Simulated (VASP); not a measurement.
EuS3, 4 atoms in the cell. It takes space group Pm-3m (No. 221, cubic). Conventional cell: a = 4.443 Å, b = 4.443 Å, c = 4.443 Å, α = 90.00°, β = 90.00°, γ = 90.00°. Within 4.1 Å of Eu (site symmetry m-3m) lie 12 S at 3.14 Å. S (site symmetry 4/mmm) has 4 Eu at 3.14 Å and 8 S at 3.14 Å within 4.1 Å. The cell was built from a structure type or drawn by symmetry, and may not be a known phase.

| Quantity | Value |
| --- | --- |
| Program | VASP 6.6.1 |
| Task | relaxation of cell and atoms |
| Functional | PBE |
| Potentials or basis | VASP PAW PBE potentials, release 64 (Eu, S) |
| Cutoff | 600 eV |
| k mesh | 4 × 4 × 4 |
| Occupations | gaussian, width 0.1 eV |
| Spin | collinear spin, ferromagnetic start |
| Starting moments | [7.0, 0.0, 0.0, 0.0] μB |
| Dipole correction | no |
| Further INCAR settings | ALGO = Normal; EDIFF = 1e-07; IBRION = 2; EDIFFG = -0.04; NSW = 90; ISIF = 3 |

Potentials or basis: VASP PAW PBE potentials, release 64 (Eu, S).

Launch:

```console
$ cat potpaw_PBE.64/Eu/POTCAR potpaw_PBE.64/S/POTCAR > POTCAR
$ mpirun -np 1 vasp_std > vasp.out
```

Hardware: 1 thread of Intel Xeon 8259CL, on a shared host.

How long does it take, and how much memory?

Wall time 11 min on 1 thread of Intel Xeon 8259CL (shared host), peak memory 0.28 GiB. Counts: scf iterations 80, k points 10, ion steps 3.
